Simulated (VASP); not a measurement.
# CdI2 (P-3m1) in VASP: notebook

CdI2 is run at these levels: PBE+D3(BJ); tasks: single point, relaxation of shape and atoms at fixed volume.

Everything below comes from runs of VASP 6.6.1. Logs are shortened: lines on timing, memory, paths and dates and some standing lists are left out, and cuts for length are marked.

## Step 1: The cell of the first run

Symmetry: P-3m1, No. 164, trigonal system. The conventional cell has a = 4.269 Å, b = 4.269 Å, c = 6.944 Å, α = 90.00°, β = 90.00°, γ = 120.00°. Within 4.0 Å of Cd (site symmetry -3m) lie 6 I at 3.01 Å. I (site symmetry 3m) has 3 Cd at 3.01 Å within 4.0 Å.

## Step 2: Single point, PBE+D3(BJ) (36.54 Å³/atom)

File INCAR:

```
SYSTEM = CdI2
PREC = Accurate
ENCUT = 500
EDIFF = 1E-6
ISMEAR = 0
SIGMA = 0.02
LREAL = .FALSE.
LASPH = .TRUE.
NELM = 120
ALGO = Normal
ISIF = 2
LWAVE = .FALSE.
LCHARG = .FALSE.
GGA = PE
IVDW = 12
NBANDS = 20
GGA_COMPAT = .FALSE.
```

File KPOINTS:

```
regular mesh
0
G
  6 6 4
  0 0 0
```

File POSCAR:

```
CdI2
1.0
    4.2694559001      0.0000000000      0.0000000000
   -2.1347279501      3.6974572698      0.0000000000
    0.0000000000      0.0000000000      6.9440807608
Cd I
1 2
Direct
    0.0000000000      0.0000000000      0.0000000000
    0.3333333333      0.6666666667      0.2486085126
    0.6666666667      0.3333333333      0.7513914874
```

Potentials or basis: VASP PAW PBE potentials, release 64 (Cd, I).

The run is started by

```console
cat potpaw_PBE.64/Cd/POTCAR potpaw_PBE.64/I/POTCAR > POTCAR
mpirun -np 1 vasp_std > vasp.out
```

OUTCAR:

```text
SYSTEM = CdI2
   PREC = Accurate
   ENCUT = 500
   EDIFF = 1E-6
   ISMEAR = 0
   LREAL = .FALSE.
   LASPH = .TRUE.
   NELM = 120
   ISIF = 2
   GGA = PE
   IVDW = 12
 IVDW          = 12

 ion  position               nearest neighbor table
   1  0.000  0.000  0.000-   2 3.01   3 3.01   3 3.01   2 3.01   3 3.01   2 3.01
   2  0.333  0.667  0.249-   1 3.01   1 3.01   1 3.01
   3  0.667  0.333  0.751-   1 3.01   1 3.01   1 3.01

  LATTYP: Found a hexagonal cell.
 ALAT       =     4.2694559001
 C/A-ratio  =     1.6264556710

  Lattice vectors:

 A1 = (   4.2694559001,   0.0000000000,   0.0000000000)
 A2 = (  -2.1347279501,   3.6974572698,   0.0000000000)
 A3 = (   0.0000000000,   0.0000000000,   6.9440807608)

Analysis of symmetry for initial positions (statically):
=====================================================================
 Subroutine PRICEL returns:
 Original cell was already a primitive cell.

 Routine SETGRP: Setting up the symmetry group for a
 hexagonal supercell.

 Subroutine GETGRP returns: Found 12 space group operations
 (whereof 12 operations were pure point group operations)
 out of a pool of 24 trial point group operations.

The static configuration has the point symmetry D_3d.

Analysis of symmetry for dynamics (positions and initial velocities):
=====================================================================
 Subroutine PRICEL returns:
 Original cell was already a primitive cell.

 Routine SETGRP: Setting up the symmetry group for a
 hexagonal supercell.

 Subroutine GETGRP returns: Found 12 space group operations
 (whereof 12 operations were pure point group operations)
 out of a pool of 24 trial point group operations.

The dynamic configuration has the point symmetry D_3d.

 Subroutine INISYM returns: Found 12 space group operations
 (whereof 12 operations are pure point group operations),
 and found     1 'primitive' translations

----------------------------------------------------------------------------------------

                                     Primitive cell

  volume of cell :     109.6202

  direct lattice vectors                    reciprocal lattice vectors
     4.269455900  0.000000000  0.000000000     0.234221883  0.135228067  0.000000000
[... 81 lines left out ...]
   ISPIN  =      1    spin polarized calculation?
   LNONCOLLINEAR =      F non collinear calculations
   LSORBIT =      F    spin-orbit coupling
   LASPH  =      T    aspherical Exc in radial PAW
   ENCUT  =  500.0 eV  36.75 Ry    6.06 a.u.   7.78  7.78 12.66*2*pi/ulx,y,z
   NELM   =    120;   NELMIN=  2; NELMDL= -5     # of ELM steps
   EDIFF  = 0.1E-05   stopping-criterion for ELM
   LREAL  =      F    real-space projection
   EDIFFG = 0.1E-04   stopping-criterion for IOM
   NSW    =      0    number of steps for IOM
   IBRION =     -1    ionic relax: 0-MD 1-quasi-New 2-CG
   NFREE  =      0    steps in history (QN), initial steepest desc. (CG)
   ISIF   =      2    stress and relaxation
   ISYM   =      2    0-nonsym 1-usesym 2-fastsym
   POTIM  = 0.5000    time-step for ionic-motion
   TEBEG  =    0.0;   TEEND  =   0.0 temperature during run
   PSTRESS=    0.0 pullay stress
   NELECT =      26.0000    total number of electrons
   NUPDOWN=      -1.0000    fix difference up-down
   EMIN   =  10.00;   EMAX   =-10.00  energy-range for DOS
   EFERMI =   0.00;   METHOD = LEGACY
   ISMEAR =     0;   SIGMA  =   0.02  broadening in eV -4-tet -1-fermi 0-gaus
   EFERMI_NEDOS =   21; number of points for ismear=-14 and -15
   IALGO  =     38    algorithm
   IMIX   =      4    mixing-type and parameters
     AMIX     =   0.40;   BMIX     =  1.00
     AMIX_MAG =   1.60;   BMIX_MAG =  1.00
  volume/ion in A,a.u.               =      36.54       246.58
  Fermi-wavevector in a.u.,A,eV,Ry     =   1.013373  1.914996 13.972148  1.026924
  Thomas-Fermi vector in A             =   2.146537
   LORBIT       =      0    0 simple, 1 ext, 2 COOP (PROOUT), +10 PAW based schemes
   GGA     = PE    functional components
   LHFCALC =     F    Hartree Fock is set to
   AEXX    =    0.0000 exact exchange contribution
   IVDW    =    12    specifies the selected vdW correction
   LEPSILON=     F    determine dielectric tensor
   LRPA    =     F    only Hartree local field effects (RPA)
 non-spin polarized calculation
 Gauss-broadening in eV      SIGMA  =   0.02
  energy-cutoff  :      500.00
  volume of cell :      109.62
 maximum number of plane-waves:      2802
 NGX is ok and might be reduce to    32
   NGX = 15   NGY = 15   NGZ = 25

 number of electron      25.9999995 magnetization

 Free energy of the ion-electron system (eV)
  ---------------------------------------------------
  ext. energy  EPLUGINS =         0.00000000
  ---------------------------------------------------
  free energy    TOTEN  =        -5.50983148 eV

  energy without entropy =       -5.50983148  energy(sigma->0) =       -5.50983148

 E-fermi :   1.8963     XC(G=0):  -8.4592

 val. band max:        1.7870625544   @ k =   0.1667  -0.0000   0.2500
 cond. band min:       4.1446371079   @ k =   0.5000  -0.0000   0.5000
 fundamental gap:      2.3575745535
 Fermi energy:         1.8962649177

 k-point     1 :       0.0000    0.0000    0.0000
  band No.  band energies     occupation
      1     -10.2249      2.00000
      2      -9.5663      2.00000
      3      -5.7549      2.00000
      4      -5.7549      2.00000
      5      -5.6438      2.00000
      6      -5.5682      2.00000
[... 541 lines left out ...]
     19      10.7800      0.00000
     20      10.7804      0.00000

------------------------ aborting loop because EDIFF is reached ----------------------------------------

 Edisp (eV)   -0.97276

 E8    (eV) :    -0.4361

  FORCE on cell =-STRESS in cart. coord.  units (eV):
  Direction    XX          YY          ZZ          XY          YZ          ZX
  --------------------------------------------------------------------------------------
  -------------------------------------------------------------------------------------
  Total      -0.24565    -0.24565    -0.21880     0.00000     0.00000     0.00000
  in kB      -3.59042    -3.59042    -3.19796     0.00000     0.00000     0.00000
  external pressure =       -3.46 kB  Pullay stress =        0.00 kB

 VOLUME and BASIS-vectors are now :
 -----------------------------------------------------------------------------
  energy-cutoff  :      500.00
  volume of cell :      109.62
      direct lattice vectors                 reciprocal lattice vectors
     4.269455900  0.000000000  0.000000000     0.234221883  0.135228067  0.000000000
    -2.134727950  3.697457270  0.000000000     0.000000000  0.270456134  0.000000000
     0.000000000  0.000000000  6.944080761     0.000000000  0.000000000  0.144007542

 POSITION                                       TOTAL-FORCE (eV/Angst)
 -----------------------------------------------------------------------------------
      0.00000      0.00000      0.00000        -0.000000      0.000000      0.000000
     -0.00000      2.46497      1.72636         0.000000      0.000000      0.017929
      2.13473      1.23249      5.21772         0.000000      0.000000     -0.017929
 -----------------------------------------------------------------------------------
    total drift:                               -0.000000      0.000000     -0.000000

  FREE ENERGIE OF THE ION-ELECTRON SYSTEM (eV)
  ---------------------------------------------------
  free  energy   TOTEN  =        -6.4825948437 eV

  energy  without entropy=       -6.4825948437  energy(sigma->0) =       -6.48259484
```

OSZICAR:

```text
N       E                     dE             d eps       ncg     rms          rms(c)
DAV:   1     0.156981597315E+03    0.15698E+03   -0.11275E+04   960   0.108E+03
DAV:   2     0.340704692992E+01   -0.15357E+03   -0.14775E+03  1144   0.244E+02
DAV:   3    -0.570842632400E+01   -0.91155E+01   -0.90839E+01  1136   0.593E+01
DAV:   4    -0.585025653102E+01   -0.14183E+00   -0.14181E+00  1300   0.729E+00
DAV:   5    -0.585154258122E+01   -0.12861E-02   -0.12860E-02  1140   0.690E-01    0.603E+00
DAV:   6    -0.553581917449E+01    0.31572E+00   -0.57114E-01  1020   0.746E+00    0.509E+00
DAV:   7    -0.550985152723E+01    0.25968E-01   -0.18750E-01  1080   0.261E+00    0.215E+00
DAV:   8    -0.550987998266E+01   -0.28455E-04   -0.23375E-02  1056   0.162E+00    0.397E-01
DAV:   9    -0.550980361965E+01    0.76363E-04   -0.25541E-03  1096   0.524E-01    0.123E-01
DAV:  10    -0.550982074141E+01   -0.17122E-04   -0.31056E-04  1080   0.175E-01    0.374E-02
DAV:  11    -0.550983129635E+01   -0.10555E-04   -0.37118E-05  1100   0.509E-02    0.198E-02
DAV:  12    -0.550983148319E+01   -0.18684E-06   -0.36996E-06  1076   0.194E-02
   1 F= -.64825948E+01 E0= -.64825948E+01  d E =-.602898E-16
```

Run time: 29 s. Hardware: 1 thread of Intel Xeon Platinum 8488C (Sapphire Rapids), shared host; peak memory 0.25 GiB.

Results:

```
Free energy                : -6.4826 eV
Pressure                   : -0.3 GPa
Largest force              : 0.018 eV/Å
Band gap on the k mesh     : 2.36 eV (least direct gap 2.56 eV)
Dispersion energy per atom : -0.324 eV
```

Forces in eV/Å, atoms in the order of the input:
```
Cd   0.000  0.000  0.000
I    0.000  0.000  0.018
I    0.000  0.000 -0.018
```

Levels at points of the mesh, in eV from the valence-band top:
| k point | band 10 | band 11 | band 12 | band 13 | band 14 | band 15 | band 16 | band 17 |
| --- | --- | --- | --- | --- | --- | --- | --- | --- |
| (0.00, 0.00, 0.00) | -0.28 | -0.14 | -0.14 | -0.14 | 2.42 | 4.49 | 6.34 | 6.34 |
| (0.50, 0.00, 0.00) | -1.90 | -1.44 | -0.66 | -0.12 | 2.63 | 5.01 | 5.99 | 6.52 |
| (0.00, 0.00, 0.50) | -0.39 | -0.39 | 0.00 | 0.00 | 3.51 | 4.52 | 6.15 | 6.15 |
| (0.50, 0.00, 0.50) | -1.26 | -1.18 | -0.47 | -0.41 | 2.36 | 4.96 | 5.85 | 6.63 |

Caveat: spin-orbit coupling is left out, which moves the levels of the heavy elements. A k mesh can miss the band edges.

## Step 3: Single point, PBE+D3(BJ) (37.60 Å³/atom)

This run uses another cell than the first one, of 37.60 Å³/atom.

File INCAR:

```
SYSTEM = CdI2
PREC = Accurate
ENCUT = 500
EDIFF = 1E-6
ISMEAR = 0
SIGMA = 0.02
LREAL = .False.
LASPH = .True.
NELM = 120
ALGO = Normal
ISIF = 2
LWAVE = .False.
LCHARG = .False.
GGA = PE
IVDW = 12
NBANDS = 20
GGA_COMPAT = .False.
```

File KPOINTS:

```
Automatic mesh
0
Gamma
  6 6 4
  0 0 0
```

File POSCAR:

```
CdI2
1.0
    4.2880708556      0.0000000000      0.0000000000
   -2.1440354278      3.7135782942      0.0000000000
    0.0000000000      0.0000000000      7.0844242626
Cd I
1 2
Direct
    0.0000000000      0.0000000000      0.0000000000
    0.3333333333      0.6666666667      0.2435007439
    0.6666666667      0.3333333333      0.7564992561
```

Potentials or basis: VASP PAW PBE potentials, release 64 (Cd, I).

The run is started by

```console
cat potpaw_PBE.64/Cd/POTCAR potpaw_PBE.64/I/POTCAR > POTCAR
mpirun -np 1 vasp_std > vasp.out
```

It took 26 s on 1 thread of Intel Xeon Platinum 8488C (Sapphire Rapids), shared host; peak memory 0.25 GiB.

Results (log left out):

```
Free energy                : -6.4720 eV
Pressure                   : -0.7 GPa
Largest force              : 0.014 eV/Å
Band gap on the k mesh     : 2.37 eV (least direct gap 2.53 eV)
Dispersion energy per atom : -0.315 eV
```

Forces in eV/Å, atoms in the order of the input:
```
Cd   0.000  0.000  0.000
I    0.000  0.000  0.014
I    0.000  0.000 -0.014
```

Levels at points of the mesh, in eV from the valence-band top:
| k point | band 11 | band 12 | band 13 | band 14 | band 15 | band 16 |
| --- | --- | --- | --- | --- | --- | --- |
| (0.00, 0.00, 0.00) | -0.19 | -0.11 | -0.11 | 2.42 | 4.51 | 6.33 |
| (0.50, 0.00, 0.00) | -1.39 | -0.59 | -0.13 | 2.61 | 5.04 | 6.08 |
| (0.00, 0.00, 0.50) | -0.36 | 0.00 | 0.00 | 3.42 | 4.52 | 6.17 |
| (0.50, 0.00, 0.50) | -1.18 | -0.44 | -0.36 | 2.37 | 5.01 | 5.90 |

Caveat: spin-orbit coupling is left out, which moves the levels of the heavy elements. A k mesh can miss the band edges.

## Step 4: Single point, PBE+D3(BJ) (39.02 Å³/atom)

This run uses another cell than the first one, of 39.02 Å³/atom.

File INCAR:

```
PREC = Accurate
ENCUT = 500
EDIFF = 1E-6
ISMEAR = 0
SIGMA = 0.02
LREAL = False
LASPH = True
NELM = 120
ALGO = Normal
ISIF = 2
LWAVE = False
LCHARG = False
GGA = PE
IVDW = 12
NBANDS = 20
GGA_COMPAT = False
```

File KPOINTS:

```
regular mesh
0
Gamma
  6 6 4
```

File POSCAR:

```
CdI2
1.0
    4.2966276990      0.0000000000      0.0000000000
   -2.1483138495      3.7209887379      0.0000000000
    0.0000000000      0.0000000000      7.3225077476
Cd I
1 2
Direct
    0.0000000000      0.0000000000      0.0000000000
    0.3333333333      0.6666666667      0.2357742214
    0.6666666667      0.3333333333      0.7642257786
```

The run is started by

```console
cat potpaw_PBE.64/Cd/POTCAR potpaw_PBE.64/I/POTCAR > POTCAR
mpirun -np 1 vasp_std > vasp.out
```

It took 27 s on 1 thread of Intel Xeon Platinum 8488C (Sapphire Rapids), shared host; peak memory 0.25 GiB.

Results (log left out):

| Item | Value |
| --- | --- |
| Free energy | -6.4512 eV |
| Pressure | -0.8 GPa |
| Largest force | 0.015 eV/Å |
| Band gap on the k mesh | 2.38 eV (least direct gap 2.52 eV) |
| Dispersion energy per atom | -0.304 eV |

Forces in eV/Å, atoms in the order of the input:
```
Cd   0.000  0.000  0.000
I    0.000  0.000  0.015
I    0.000  0.000 -0.015
```

Levels at points of the mesh, in eV from the valence-band top:
```csv
k point,band 11,band 12,band 13,band 14,band 15,band 16
"(0.00, 0.00, 0.00)",-0.26,-0.07,-0.07,2.45,4.54,6.32
"(0.50, 0.00, 0.00)",-1.33,-0.52,-0.14,2.57,5.06,6.17
"(0.00, 0.00, 0.50)",-0.32,0.00,0.00,3.32,4.52,6.21
"(0.50, 0.00, 0.50)",-1.21,-0.43,-0.29,2.38,5.05,5.95
```

Caveat: spin-orbit coupling is left out, which moves the levels of the heavy elements. A k mesh can miss the band edges.

## Step 5: Relaxation of shape and atoms at fixed volume, PBE+D3(BJ) (31.22 Å³/atom)

This run uses another cell than the first one, of 31.22 Å³/atom.

File INCAR:

```
SYSTEM = CdI2
  ALGO = Normal
  EDIFF = 1E-7
  EDIFFG = -0.01
  ENCUT = 500
  GGA = PE
  GGA_COMPAT = .False.
  IBRION = 2
  ISIF = 4
  ISMEAR = 0
  IVDW = 12
  LASPH = .True.
  LCHARG = .False.
  LREAL = .False.
  LWAVE = .False.
  NELM = 120
  NELMIN = 4
  NSW = 50
  PREC = Accurate
  SIGMA = 0.02
```

File KPOINTS:

```
k-points
0
Gamma
  6 6 4
  0 0 0
```

File POSCAR:

```
CdI2
1.0
    4.0982941484      0.0000000000      0.0000000000
   -2.0491470742      3.5492268447      0.0000000000
    0.0000000000      0.0000000000      6.4387123393
Cd I
1 2
Direct
    0.0000000000      0.0000000000      0.0000000000
    0.3333333333      0.6666666667      0.2665740383
    0.6666666667      0.3333333333      0.7334259617
```

The run is started by

```console
cat potpaw_PBE.64/Cd/POTCAR potpaw_PBE.64/I/POTCAR > POTCAR
mpirun -np 1 vasp_std > vasp.out
```

Run time: 77 s. Hardware: 1 thread of Intel Xeon Platinum 8488C (Sapphire Rapids), shared host; peak memory 0.22 GiB.

It converged, with:

- Free energy: -6.3624 eV
- Energy gained by relaxing: 2.0 meV/atom
- Ionic steps: 6
- Pressure after relaxing: 3.6 GPa
- Band gap on the k mesh: 2.15 eV (least direct gap 2.63 eV)
- Dispersion energy per atom: -0.382 eV

The path:
```
step  energy change (eV)  largest force (eV/Å)  pressure (GPa)  volume (Å³)
   1              0.0000                0.2121            4.18        93.66
   2             -0.0035                0.1316            3.97        93.66
   3             -0.0057                0.0193            3.61        93.66
   4             -0.0057                0.0002            3.65        93.66
   5             -0.0058                0.0001            3.65        93.66
   6             -0.0059                0.0001            3.65        93.66
```

Final structure:
```yaml
crystal:
  lattice:
    - [4.10663, 0.00000, 0.00000]
    - [-2.05331, 3.55644, 0.00000]
    - [0.00000, 0.00000, 6.41261]
  atoms:
    - { symbol: Cd, position: [0.00000, 0.00000, 0.00000] }
    - { symbol: I, position: [0.33333, 0.66667, 0.27094] }
    - { symbol: I, position: [0.66667, 0.33333, 0.72906] }
```

Levels at points of the mesh, in eV from the valence-band top:
```
           k point  band 11  band 12  band 13  band 14  band 15  band 16
(0.00, 0.00, 0.00)    -0.38    -0.38    -0.09     2.54     4.34     6.39
(0.50, 0.00, 0.00)    -1.94    -1.28    -0.16     2.78     4.80     5.28
(0.00, 0.00, 0.50)    -0.69    -0.03    -0.03     4.11     4.49     6.01
(0.50, 0.00, 0.50)    -1.38    -0.91    -0.76     2.25     4.52     5.40
```

Caveat: spin-orbit coupling is left out, which moves the levels of the heavy elements. A k mesh can miss the band edges.

## Step 6: The runs side by side

```csv
task,cell,gap on the mesh (eV),pressure (GPa),largest force (eV/Å)
single point,"a = 4.269, b = 4.269, c = 6.944 Å, angles 90.0, 90.0, 120.0°, 3 atoms, atomic positions A",2.36,-0.3,0.02
single point,"a = 4.288, b = 4.288, c = 7.084 Å, angles 90.0, 90.0, 120.0°, 3 atoms, atomic positions B",2.37,-0.7,0.01
single point,"a = 4.297, b = 4.297, c = 7.323 Å, angles 90.0, 90.0, 120.0°, 3 atoms, atomic positions C",2.38,-0.8,0.02
relaxation of shape and atoms at fixed volume,"relaxed from a = 4.098, b = 4.098, c = 6.439 Å, angles 90.0, 90.0, 120.0°, 3 atoms, atomic positions D",2.15,3.6,-
```

Alike in all rows: level PBE+D3(BJ); potentials or basis VASP PAW PBE potentials, release 64 (Cd, I); no spin polarisation; k mesh 6 × 6 × 4; cutoff (eV) 500; smearing gaussian 0.02 eV.

Caveats: spin-orbit coupling is left out, which moves the levels of the heavy elements.

Total energies depend on the potentials used, so only differences within one code and one set of settings carry meaning.
